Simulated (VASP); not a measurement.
The system is Au.

```
Au
1.0
     0.00000    2.03500    2.03500
     2.03500    0.00000    2.03500
     2.03500    2.03500    0.00000
Au
1
Cartesian
  0.0000 0.0000 0.0000
```

Base run:

```yaml
Program: VASP 6.6.1
Functional: pbe exchange, lyp correlation
Potentials_or_basis: VASP PAW PBE potentials, release 64 (Au)
Cutoff: 500 eV
k_mesh: 8 × 8 × 8
Occupations: fermi-dirac, width 0.1 eV
Spin: non-collinear spin, zero start, spin-orbit coupling
Starting_moments: "[[0.0, 0.0, 0.0]] μB"
```

Its results: pressure 22.4 GPa; net moment 0.00 μB per cell.

The run is repeated on the same cell with these changes: functional from pbe exchange, lyp correlation to PBEsol; occupations from fermi-dirac, width 0.1 eV to gaussian, width 0.01 eV. What comes out?

Pressure 1.4 GPa; net moment 0.00 μB per cell.

Caveats: the PAW data sets were made with another functional, which shifts forces and pressure a little; the cell stands under pressure (at least some runs).
